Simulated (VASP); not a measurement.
A run of VASP 6.6.1 is set up as follows.

File INCAR:

```
PREC = Accurate
ENCUT = 520
EDIFF = 1E-6
ISMEAR = -1
SIGMA = 0.02
LREAL = False
LASPH = True
NELM = 60
ALGO = Normal
ISIF = 2
LWAVE = False
LCHARG = True
GGA = PS
LELF = True
LVHAR = True
NBANDS = 15
```

KPOINTS

```
regular mesh
0
Gamma
  6 6 6
```

The input POSCAR:

```
KF
1.0
    0.0000000000      2.9233613798      2.9233613798
    2.9233613798      0.0000000000      2.9233613798
    2.9233613798      2.9233613798      0.0000000000
K F
1 1
Direct
    0.0000000000      0.0000000000      0.0000000000
    0.2500000000      0.2500000000      0.2500000000
```

Potentials or basis: VASP PAW PBE potentials, release 64 (K_sv, F).

Run with:

```sh
$ cat potpaw_PBE.64/K_sv/POTCAR potpaw_PBE.64/F/POTCAR > POTCAR
$ mpirun -np 1 vasp_std > vasp.out
```

Question: What does it give for the pressure?

Answer: 0.0 GPa.

Question: Estimate the band gap on the k mesh.

Answer: 5.24 eV (least direct gap 5.47 eV).

Caveat: the structure was generated, so it needn't be the stable form of KF; the PAW data sets were made with another functional, which shifts forces and pressure a little. A k mesh can miss the band edges.
